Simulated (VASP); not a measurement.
# Fe3Co (P4/mmm) in VASP: further runs

Runs on Fe3Co. Level: LDA. Tasks: single point.

All numbers are computed with VASP 6.6.1; they aren't measurements. Logs are shortened: lines on timing, memory, paths and dates and some standing lists are left out, and cuts for length are marked.

### Step 1. The cell of the first run

The structure is tetragonal, space group P4/mmm (No. 123). Conventional cell: a = 3.717 Å, b = 3.717 Å, c = 2.756 Å, α = 90.00°, β = 90.00°, γ = 90.00°. Within 3.1 Å of Fe (site symmetry 4/mmm) lie 10 Fe at 2.31 to 2.76 Å and 4 Co at 2.63 Å. Fe (site symmetry mmm) has 10 Fe at 2.31 to 2.76 Å and 4 Co at 2.31 Å within 3.1 Å. Co (site symmetry 4/mmm) has 12 Fe at 2.31 to 2.63 Å and 2 Co at 2.76 Å within 3.1 Å.

### Step 2. Single point, LDA, collinear spin, ferromagnetic start

Contents of INCAR:

```
  PREC = Accurate
  ENCUT = 520
  EDIFF = 1E-6
  ISMEAR = 0
  SIGMA = 0.15
  LREAL = F
  LASPH = T
  NELM = 150
  ALGO = Fast
  ISIF = 2
  LWAVE = F
  LCHARG = T
  ISPIN = 2
  MAGMOM = 2.34 2.66 2.66 1.9
  LORBIT = 11
  LMAXMIX = 4
  GGA = CA
  LELF = T
  LVHAR = T
  NBANDS = 28
```

Contents of KPOINTS:

```
regular mesh
0
Gamma
  10 10 14
```

Contents of POSCAR:

```
Fe3Co
1.0
    3.7172000000      0.0000000000      0.0000000000
    0.0000000000      3.7172000000      0.0000000000
    0.0000000000      0.0000000000      2.7560274745
Fe Co
3 1
Direct
    0.5000000000      0.5000000000      0.0000000000
    0.5000000000      0.0000000000      0.5000000000
    0.0000000000      0.5000000000      0.5000000000
    0.0000000000      0.0000000000      0.0000000000
```

Potentials or basis: VASP PAW LDA potentials, release 64 (Fe, Co).

Command:

```console
$ cat potpaw_LDA.64/Fe/POTCAR potpaw_LDA.64/Co/POTCAR > POTCAR
$ mpirun -np 1 vasp_std > vasp.out
```

OUTCAR:

```text
PREC = Accurate
   ENCUT = 520
   EDIFF = 1E-6
   ISMEAR = 0
   LREAL = F
   LASPH = T
   NELM = 150
   ISIF = 2
   ISPIN = 2
   LORBIT = 11
   GGA = CA

 ion  position               nearest neighbor table
   1  0.500  0.500  0.000-   2 2.31   3 2.31   2 2.31   3 2.31   2 2.31   2 2.31   3 2.31   3 2.31
                             4 2.63   4 2.63   4 2.63   4 2.63
   2  0.500  0.000  0.500-   1 2.31   4 2.31   1 2.31   4 2.31   1 2.31   1 2.31   4 2.31   4 2.31
                             3 2.63   3 2.63   3 2.63   3 2.63
   3  0.000  0.500  0.500-   1 2.31   4 2.31   1 2.31   4 2.31   4 2.31   4 2.31   1 2.31   1 2.31
                             2 2.63   2 2.63   2 2.63   2 2.63
   4  0.000  0.000  0.000-   2 2.31   3 2.31   2 2.31   3 2.31   3 2.31   3 2.31   2 2.31   2 2.31
                             1 2.63   1 2.63   1 2.63   1 2.63

  LATTYP: Found a simple tetragonal cell.
 ALAT       =     3.7172000000
 C/A-ratio  =     0.7414256630

  Lattice vectors:

 A1 = (   3.7172000000,   0.0000000000,   0.0000000000)
 A2 = (   0.0000000000,   3.7172000000,   0.0000000000)
 A3 = (   0.0000000000,   0.0000000000,   2.7560274745)

Analysis of symmetry for initial positions (statically):
=====================================================================
 Subroutine PRICEL returns:
 Original cell was already a primitive cell.

 Routine SETGRP: Setting up the symmetry group for a
 simple tetragonal supercell.

 Subroutine GETGRP returns: Found 16 space group operations
 (whereof 16 operations were pure point group operations)
 out of a pool of 16 trial point group operations.

The static configuration has the point symmetry D_4h.

Analysis of symmetry for dynamics (positions and initial velocities):
=====================================================================
 Subroutine PRICEL returns:
 Original cell was already a primitive cell.

 Routine SETGRP: Setting up the symmetry group for a
 simple tetragonal supercell.

 Subroutine GETGRP returns: Found 16 space group operations
 (whereof 16 operations were pure point group operations)
 out of a pool of 16 trial point group operations.

The dynamic configuration has the point symmetry D_4h.

Analysis of structural, dynamic, and magnetic symmetry:
=====================================================================
 Subroutine PRICEL returns:
 Original cell was already a primitive cell.

 Routine SETGRP: Setting up the symmetry group for a
 simple tetragonal supercell.

 Subroutine GETGRP returns: Found 16 space group operations
 (whereof 16 operations were pure point group operations)
 out of a pool of 16 trial point group operations.

The overall configuration has the point symmetry D_4h.

 Subroutine INISYM returns: Found 16 space group operations
 (whereof 16 operations are pure point group operations),
 and found     1 'primitive' translations

----------------------------------------------------------------------------------------

                                     Primitive cell

  volume of cell :      38.0816

  direct lattice vectors                    reciprocal lattice vectors
     3.717200000  0.000000000  0.000000000     0.269019692  0.000000000  0.000000000
     0.000000000  3.717200000  0.000000000     0.000000000  0.269019692  0.000000000
     0.000000000  0.000000000  2.756027475     0.000000000  0.000000000  0.362841085

  length of vectors
     3.717200000  3.717200000  2.756027475     0.269019692  0.269019692  0.362841085

  position of ions in fractional coordinates (direct lattice)
     0.500000000  0.500000000  0.000000000
     0.500000000  0.000000000  0.500000000
     0.000000000  0.500000000  0.500000000
     0.000000000  0.000000000  0.000000000

  ion indices of the primitive-cell ions
   primitive index   ion index
                 1           1
                 2           2
                 3           3
                 4           4

----------------------------------------------------------------------------------------

 KPOINTS: regular mesh

Automatic generation of k-mesh.
 Grid dimensions read from file:
 generate k-points for:   10   10   14

 Generating k-lattice:

  Cartesian coordinates                     Fractional coordinates (reciprocal lattice)
     0.026901969  0.000000000  0.000000000     0.100000000  0.000000000  0.000000000
     0.000000000  0.026901969  0.000000000     0.000000000  0.100000000  0.000000000
     0.000000000  0.000000000  0.025917220     0.000000000  0.000000000  0.071428571

  Length of vectors
     0.026901969  0.026901969  0.025917220

  Shift w.r.t. Gamma in fractional coordinates (k-lattice)
     0.000000000  0.000000000  0.000000000

 Subroutine IBZKPT returns following result:
 ===========================================

 Found    168 irreducible k-points:

 Following reciprocal coordinates:
            Coordinates               Weight
  0.000000  0.000000  0.000000      1.000000
  0.100000  0.000000  0.000000      4.000000
  0.200000  0.000000  0.000000      4.000000
  0.300000  0.000000  0.000000      4.000000
  0.400000  0.000000  0.000000      4.000000
  0.500000  0.000000  0.000000      2.000000
[... 16 lines left out ...]
  0.100000  0.000000  0.071429      8.000000
  0.200000  0.000000  0.071429      8.000000
 [... further k-points ...]
   k-points           NKPTS =    168   k-points in BZ     NKDIM =    168   number of bands    NBANDS=     28
   number of dos      NEDOS =    301   number of ions     NIONS =      4
   total plane-waves  NPLWV =  15680
   dimension x,y,z NGX =    28 NGY =   28 NGZ =   20
   dimension x,y,z NGXF=    56 NGYF=   56 NGZF=   40
   ions per type =               3   1
   NGX,Y,Z   is equivalent  to a cutoff of  12.52, 12.52, 12.06 a.u.
   NGXF,Y,Z  is equivalent  to a cutoff of  25.05, 25.05, 24.13 a.u.
 SYSTEM =  unknown system
   PREC   = accura    normal or accurate (medium, high low for compatibility)
   ISTART =      0    job   : 0-new  1-cont  2-samecut
   ICHARG =      2    charge: 1-file 2-atom 10-const
   ISPIN  =      2    spin polarized calculation?
   LNONCOLLINEAR =      F non collinear calculations
   LSORBIT =      F    spin-orbit coupling
   LASPH  =      T    aspherical Exc in radial PAW
   ENCUT  =  520.0 eV  38.22 Ry    6.18 a.u.   6.91  6.91  5.12*2*pi/ulx,y,z
   NELM   =    150;   NELMIN=  2; NELMDL= -5     # of ELM steps
   EDIFF  = 0.1E-05   stopping-criterion for ELM
   LREAL  =      F    real-space projection
[... 7 lines left out ...]
   TEBEG  =    0.0;   TEEND  =   0.0 temperature during run
   PSTRESS=    0.0 pullay stress
   NELECT =      33.0000    total number of electrons
   NUPDOWN=      -1.0000    fix difference up-down
   EMIN   =  10.00;   EMAX   =-10.00  energy-range for DOS
   EFERMI =   0.00;   METHOD = LEGACY
   ISMEAR =     0;   SIGMA  =   0.15  broadening in eV -4-tet -1-fermi 0-gaus
   EFERMI_NEDOS =   21; number of points for ismear=-14 and -15
   IALGO  =     68    algorithm
   IMIX   =      4    mixing-type and parameters
     AMIX     =   0.40;   BMIX     =  1.00
     AMIX_MAG =   1.60;   BMIX_MAG =  1.00
  volume/ion in A,a.u.               =       9.52        64.25
  Fermi-wavevector in a.u.,A,eV,Ry     =   1.560778  2.949442 33.144154  2.436027
  Thomas-Fermi vector in A             =   2.663940
   LORBIT       =     11    0 simple, 1 ext, 2 COOP (PROOUT), +10 PAW based schemes
   GGA     = CA    functional components
   LHFCALC =     F    Hartree Fock is set to
   AEXX    =    0.0000 exact exchange contribution
   IVDW    =     0    specifies the selected vdW correction
   LEPSILON=     F    determine dielectric tensor
   LRPA    =     F    only Hartree local field effects (RPA)
 spin polarized calculation
 RMM-DIIS sequential band-by-band and
 Gauss-broadening in eV      SIGMA  =   0.15
  energy-cutoff  :      520.00
  volume of cell :       38.08
 maximum number of plane-waves:      1048
 NGX is ok and might be reduce to    28

 number of electron      33.0000017 magnetization       7.1921086

 Free energy of the ion-electron system (eV)
  ---------------------------------------------------
  ext. energy  EPLUGINS =         0.00000000
  ---------------------------------------------------
  free energy    TOTEN  =       -35.39372510 eV

  energy without entropy =      -35.33229329  energy(sigma->0) =      -35.36300920

 E-fermi :   8.9418     XC(G=0): -14.4593

 val. band max:        8.9413911989   @ k =   0.5000   0.3000   0.2143
 cond. band min:       8.9428844144   @ k =   0.4000   0.0000   0.0000
 fundamental gap:      0.0014932155
 Fermi energy:         8.9418468595

 spin component 1

 k-point     1 :       0.0000    0.0000    0.0000
  band No.  band energies     occupation
      1      -0.8496      1.00000
      2       2.7514      1.00000
      3       2.8322      1.00000
      4       2.8568      1.00000
      5       2.9797      1.00000
      6       4.3982      1.00000
[... 20 lines left out ...]
     27      20.5338      0.00000
     28      20.5338      0.00000

 k-point     2 :       0.1000    0.0000    0.0000
  band No.  band energies     occupation
      1      -0.7267      1.00000
      2       2.7906      1.00000
      3       2.8897      1.00000
      4       2.9121      1.00000
      5       3.0406      1.00000
      6       4.4328      1.00000
[... 20 lines left out ...]
     27      20.1183      0.00000
     28      20.3221      0.00000

 k-point     3 :       0.2000    0.0000    0.0000
  band No.  band energies     occupation
      1      -0.3654      1.00000
      2       2.8292      1.00000
      3       3.0531      1.00000
      4       3.1071      1.00000
      5       3.2231      1.00000
      6       4.5338      1.00000
[... 616 lines left out ...]
      3       2.9492      1.00000
      4       2.9912      1.00000
      5       3.0917      1.00000
      6       4.4305      1.00000
[... 20 lines left out ...]
     27      20.3302      0.00000
     28      20.5472      0.00000

 k-point    24 :       0.2000    0.0000    0.0714
  band No.  band energies     occupation
      1      -0.2560      1.00000
      2       2.9159      1.00000
      3       3.1123      1.00000
      4       3.1818      1.00000
      5       3.2697      1.00000
      6       4.5288      1.00000
[... 20 lines left out ...]
     27      20.0966      0.00000
     28      20.2928      0.00000

 [... further k-points ...]

 spin component 2

 k-point     1 :       0.0000    0.0000    0.0000
  band No.  band energies     occupation
      1      -0.4900      1.00000
      2       3.8376      1.00000
      3       3.8843      1.00000
      4       4.1517      1.00000
      5       4.2870      1.00000
      6       5.6734      1.00000
[... 20 lines left out ...]
     27      20.9708      0.00000
     28      20.9708      0.00000

 k-point     2 :       0.1000    0.0000    0.0000
  band No.  band energies     occupation
      1      -0.3664      1.00000
      2       3.8482      1.00000
      3       3.9501      1.00000
      4       4.2164      1.00000
      5       4.3469      1.00000
      6       5.7106      1.00000
[... 20 lines left out ...]
     27      20.6246      0.00000
     28      20.8127      0.00000

 k-point     3 :       0.2000    0.0000    0.0000
  band No.  band energies     occupation
      1      -0.0025      1.00000
      2       3.7883      1.00000
      3       4.1780      1.00000
      4       4.4002      1.00000
      5       4.5263      1.00000
      6       5.8191      1.00000
[... 616 lines left out ...]
      3       4.0319      1.00000
      4       4.2690      1.00000
      5       4.4023      1.00000
      6       5.7036      1.00000
[... 20 lines left out ...]
     27      20.8560      0.00000
     28      21.0483      0.00000

 k-point    24 :       0.2000    0.0000    0.0714
  band No.  band energies     occupation
      1       0.1079      1.00000
      2       3.8804      1.00000
      3       4.2556      1.00000
      4       4.4553      1.00000
      5       4.5766      1.00000
      6       5.8095      1.00000
[... 20 lines left out ...]
     27      20.6952      0.00000
     28      21.2712      0.00000

 [... further k-points ...]
[... 5 lines left out ...]
  --------------------------------------------------------------------------------------
  -------------------------------------------------------------------------------------
  Total        6.6637588      6.6637588      5.4423673      0.0000000     -0.0000000      0.0000000
  in kB      280.3589695    280.3589695    228.9723465      0.0000000     -0.0000000      0.0000000
  external PRESSURE =     263.2300952 kB  Pullay stress =       0.0000000 kB

 VOLUME and BASIS-vectors are now :
 -----------------------------------------------------------------------------
  energy-cutoff  :      520.00
  volume of cell :       38.08
      direct lattice vectors                 reciprocal lattice vectors
     3.717200000  0.000000000  0.000000000     0.269019692  0.000000000  0.000000000
     0.000000000  3.717200000  0.000000000     0.000000000  0.269019692  0.000000000
     0.000000000  0.000000000  2.756027475     0.000000000  0.000000000  0.362841085

 POSITION                                       TOTAL-FORCE (eV/Angst)
 -----------------------------------------------------------------------------------
      1.85860      1.85860      0.00000         0.000000      0.000000      0.000000
      1.85860      0.00000      1.37801         0.000000      0.000000      0.000000
      0.00000      1.85860      1.37801         0.000000      0.000000      0.000000
      0.00000      0.00000      0.00000         0.000000      0.000000      0.000000
 -----------------------------------------------------------------------------------
    total drift:                                0.000000      0.000000      0.000000

  FREE ENERGIE OF THE ION-ELECTRON SYSTEM (eV)
  ---------------------------------------------------
  free  energy   TOTEN  =       -35.3937251015 eV

  energy  without entropy=      -35.3322932905  energy(sigma->0) =      -35.36300920

 total charge

# of ion       s       p       d       tot
------------------------------------------
    1        0.568   0.689   6.446   7.704
    2        0.562   0.696   6.411   7.669
    3        0.562   0.696   6.411   7.669
    4        0.568   0.690   7.388   8.647
--------------------------------------------------
tot          2.261   2.770  26.657  31.688

 magnetization (x)

# of ion       s       p       d       tot
------------------------------------------
    1       -0.005  -0.027   1.773   1.741
    2       -0.007  -0.028   1.990   1.955
    3       -0.007  -0.028   1.990   1.955
    4       -0.010  -0.031   1.446   1.405
--------------------------------------------------
tot         -0.029  -0.114   7.199   7.055
```

Wall time 4 min (1 thread of Intel Xeon Platinum 8488C (Sapphire Rapids), shared host); peak memory 0.34 GiB.

Results:

- Free energy: -35.3937 eV
- Pressure: 26.3 GPa
- Net moment: 7.19 μB per cell
- Site moments: Fe +1.74, +1.96; Co +1.41 μB
- Valence electrons inside the program's atomic spheres: Fe 7.70, 7.67; Co 8.65

### Step 3. Single point, LDA, collinear spin, ferromagnetic start

This run uses another cell than the first one, of the same volume but with other edges.

Contents of INCAR:

```
SYSTEM = Fe3Co
PREC = Accurate
ENCUT = 520
EDIFF = 1E-6
ISMEAR = 0
SIGMA = 0.15
LREAL = .False.
LASPH = .True.
NELM = 150
ALGO = Normal
ISIF = 2
LWAVE = .False.
LCHARG = .False.
ISPIN = 2
MAGMOM = 2.34 2.66 2.66 1.9
LORBIT = 11
LMAXMIX = 4
NBANDS = 28
```

Contents of KPOINTS:

```
Automatic mesh
0
Gamma
  10 10 14
  0 0 0
```

Contents of POSCAR:

```
Fe3Co
1.0
    3.7824000000      0.0000000000      0.0000000000
    0.0000000000      3.7824000000      0.0000000000
    0.0000000000      0.0000000000      2.6642000000
Fe Co
3 1
Direct
    0.5000000000      0.5000000000      0.0000000000
    0.5000000000      0.0000000000      0.5000000000
    0.0000000000      0.5000000000      0.5000000000
    0.0000000000      0.0000000000      0.0000000000
```

Potentials or basis: VASP PAW LDA potentials, release 64 (Fe, Co).

Command:

```console
$ cat potpaw_LDA.64/Fe/POTCAR potpaw_LDA.64/Co/POTCAR > POTCAR
$ mpirun -np 1 vasp_std > vasp.out
```

Wall time 8.2 min (1 thread of Intel Xeon 8259CL, shared host); peak memory 0.36 GiB.

The run converged. Its results:

| Property | Result |
| --- | --- |
| Free energy | -35.4208 eV |
| Pressure | 26.7 GPa |
| Net moment | 7.36 μB per cell |
| Site moments | Fe +1.77, +2.00; Co +1.45 μB |
| Valence electrons inside the program's atomic spheres | Fe 7.70, 7.67; Co 8.64 |

Stress tensor (GPa, compression positive):
```
26.60  0.00  0.00
 0.00 26.60  0.00
 0.00  0.00 26.87
```

Levels at points of the mesh, in eV from the Fermi level:
Spin up:
| k point | band 18 | band 19 | band 20 | band 21 | band 22 | band 23 |
| --- | --- | --- | --- | --- | --- | --- |
| (0.00, 0.00, 0.00) | 0.08 | 0.16 | 0.16 | 0.23 | 0.70 | 0.70 |
| (0.50, 0.00, 0.00) | -1.24 | -1.14 | -0.87 | 0.13 | 0.65 | 5.67 |
| (0.50, 0.50, 0.00) | -1.37 | -1.31 | -1.26 | 0.19 | 0.37 | 0.56 |
| (0.00, 0.00, 0.50) | -0.97 | -0.72 | -0.69 | 0.42 | 0.62 | 9.61 |
| (0.50, 0.00, 0.50) | -0.62 | -0.49 | -0.39 | 2.52 | 2.68 | 2.88 |
| (0.50, 0.50, 0.50) | 0.20 | 0.20 | 0.31 | 0.36 | 0.57 | 0.57 |
Spin down:
```
           k point  band 8  band 9  band 10  band 11  band 12  band 13  band 14  band 15  band 16  band 17
(0.00, 0.00, 0.00)   -1.44   -1.39    -1.39     0.39     0.46     0.54     0.54     0.81     1.05     1.24
(0.50, 0.00, 0.00)   -2.03   -1.94    -1.57    -1.28    -0.73    -0.19     0.17     0.18     0.20     0.54
(0.50, 0.50, 0.00)   -1.93   -1.47    -1.22    -1.22    -0.70    -0.67    -0.67    -0.65    -0.62     0.11
(0.00, 0.00, 0.50)   -2.82   -2.29    -1.92    -1.06    -1.06    -0.67    -0.67    -0.03     0.49     0.69
(0.50, 0.00, 0.50)   -2.75   -2.50    -2.15    -2.07    -2.07     0.16     0.47     0.55     0.80     0.84
(0.50, 0.50, 0.50)   -2.81    0.28     0.31     0.39     0.59     0.59     0.77     0.84     0.84     1.13
```
